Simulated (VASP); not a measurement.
Input of a VASP 6.6.1 run:

INCAR

```
  PREC = Accurate
  ENCUT = 520
  EDIFF = 1E-7
  ISMEAR = 0
  SIGMA = 0.1
  LREAL = F
  LASPH = T
  NELM = 150
  ALGO = Normal
  ISIF = 2
  LWAVE = F
  LCHARG = F
  ISPIN = 2
  MAGMOM = -3 3 0 0
  LORBIT = 11
  LMAXMIX = 4
  GGA = PS
  NBANDS = 27
```

KPOINTS

```
Automatic mesh
0
Gamma
  6 6 6
```

The input POSCAR:

```
CoO
1.0
    1.6022198417      0.9250420569      5.1329417806
   -1.6022198417      0.9250420569      5.1329417806
    0.0000000000     -1.8500841138      5.1329417806
Co O
2 2
Direct
    0.9994877300      0.9994877300      0.9994877300
    0.4994905900      0.4994905900      0.4994905900
    0.3754955300      0.3754955300      0.3754955300
    0.8755255000      0.8755255000      0.8755255000
```

Potentials or basis: VASP PAW PBE potentials, release 64 (Co, O).

Command:

```console
$ cat potpaw_PBE.64/Co/POTCAR potpaw_PBE.64/O/POTCAR > POTCAR
$ mpirun -np 1 vasp_std > vasp.out
```

(1) What does it give for the largest force?

(2) Estimate the net moment.

Results:

(1) 0.099 eV/Å.

(2) 0.00 μB per cell.

Caveat: the k points lie up to 0.38 Å⁻¹ apart; the PAW data sets were made with another functional, which shifts forces and pressure a little.
